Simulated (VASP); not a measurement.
# Nb: single point with PBEsol

The system is Nb.

```
Nb
1.0
     0.00000    2.11500    2.15201
     2.11500    0.00000    2.15201
     2.11500    2.11500    0.00000
Nb
1
Direct
  0.00000 0.00000 0.00000
```

This cell differs from its parent crystal: strain +0.0175 x Voigt [0, 0, 1, 0, 0, 0].

```
Program                : VASP 6.6.1
Task                   : single point
Functional             : PBEsol
Potentials or basis    : VASP PAW PBE potentials, release 64 (Nb_sv)
Cutoff                 : 520 eV
k mesh                 : 20 × 20 × 20
Occupations            : gaussian, width 0.15 eV
Spin                   : no spin polarisation
Dipole correction      : no
Further INCAR settings : ALGO = Fast; EDIFF = 1e-06; NBANDS = 12
```

```json
{
  "Pressure": "-9.8 GPa"
}
```

Stress tensor (GPa, compression positive):
```
-11.18   0.00   0.00
  0.00 -11.18   0.00
  0.00   0.00  -6.93
```

Levels at points of the mesh, in eV from the Fermi level:
| k point | band 2 | band 3 | band 4 | band 5 | band 6 | band 7 | band 8 | band 9 | band 10 | band 11 |
| --- | --- | --- | --- | --- | --- | --- | --- | --- | --- | --- |
| (0.00, 0.00, 0.00) | -30.18 | -30.18 | -30.18 | -6.19 | -0.01 | 0.19 | 0.19 | 2.48 | 2.75 | 11.80 |
| (0.50, 0.00, 0.00) | -31.28 | -30.34 | -30.31 | -3.75 | -0.17 | 0.04 | 1.28 | 4.47 | 4.59 | 10.10 |
| (0.50, 0.50, 0.00) | -31.21 | -30.55 | -30.55 | -3.93 | -3.18 | 3.23 | 4.51 | 5.07 | 5.07 | 11.17 |
| (0.50, 0.00, 0.50) | -31.21 | -30.60 | -30.56 | -3.93 | -3.21 | 3.53 | 4.49 | 4.98 | 5.18 | 10.83 |

Run time: 120 s on 1 thread of Intel(R) Xeon(R) Platinum 8488C (Sapphire Rapids) (shared host), peak memory 0.26 GiB.

Caveat: the cell differs from its parent crystal (strain +0.0175 x Voigt [0, 0, 1, 0, 0, 0]); the PAW data sets were made with another functional, which shifts forces and pressure a little.
